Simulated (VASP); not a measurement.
A run of VASP 6.6.1:

INCAR

```
SYSTEM = Si4F
  PREC = Accurate
  ENCUT = 520
  EDIFF = 1E-6
  ISMEAR = 0
  SIGMA = 0.05
  LREAL = .FALSE.
  LASPH = .TRUE.
  NELM = 150
  ALGO = Normal
  ISIF = 2
  LWAVE = .FALSE.
  LCHARG = .FALSE.
  ISPIN = 2
  MAGMOM = 0 0 0 0 1
  LORBIT = 11
  LDIPOL = .TRUE.
  IDIPOL = 3
  DIPOL = 0.5 0.5 0.326
  GGA = PE
  IVDW = 12
  NBANDS = 24
```

Contents of KPOINTS:

```
regular mesh
0
G
  9 9 1
  0 0 0
```

Contents of POSCAR:

```
Si4F
1.0
    3.8333442603      0.0000000000      0.0000000000
   -1.9166721302      3.3197735109      0.0000000000
    0.0000000000      0.0000000000     20.9083834853
Si F
4 1
Direct
    0.3333333333      0.6666666667      0.1913108205
    0.0000000000      0.0000000000      0.2287349533
    0.0000000000      0.0000000000      0.3468742271
    0.6666666667      0.3333333333      0.3782398334
    1.0000000000      0.5000000000      0.4834607846
```

Potentials or basis: VASP PAW PBE potentials, release 64 (Si, F).

Command:

```bash
$ cat potpaw_PBE.64/Si/POTCAR potpaw_PBE.64/F/POTCAR > POTCAR
$ mpirun -np 1 vasp_std > vasp.out
```

Hardware: 1 thread of Intel Xeon 8259CL (shared host).

Problem. How long does it take, and how much memory?

Solution. Wall time 22 min on 1 thread of Intel Xeon 8259CL (shared host), peak memory 0.62 GiB. Counts: scf iterations 31, k points 25.
